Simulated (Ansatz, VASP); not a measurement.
## CdS in VASP and in Ansatz

```
CELL_PARAMETERS angstrom
4.19644 0.00000 0.00000
-2.09822 3.63422 0.00000
0.00000 0.00000 6.82915
ATOMIC_POSITIONS crystal
Cd 0.66667 0.33333 0.50023
Cd 0.33333 0.66667 0.00023
S 0.66667 0.33333 0.87677
S 0.33333 0.66667 0.37677
```

Alike in both runs: functional PBE; k mesh 9 × 9 × 4; occupations gaussian, width 0.02 eV; no spin polarisation.

Ansatz relaxed the structure, and its values are those at the end. VASP's run is a single point on that final structure, the one shown.

|  | VASP | Ansatz |
| --- | --- | --- |
| version | VASP 6.6.1 | Ansatz 0.2.0 |
| potentials or method | VASP PAW PBE potentials, release 64 (Cd, S), cutoff 520 eV | scalar-relativistic, plane waves, PAW |
| valence electrons in the cell | 36 | 52 |

VASP gave:

* gap on the k mesh at the Fermi level (eV): 1.11
* least direct gap on the mesh (eV): 1.11
* pressure (GPa): 0.3

**Question.** Which values does Ansatz return?

**Answer.** gap on the k mesh at the Fermi level (eV): 1.11; least direct gap on the mesh (eV): 1.11; pressure (GPa): 0.0.

VASP's potentials hold 36 valence electrons a cell and Ansatz's 52, so a difference there can come from the potentials and not from the codes.
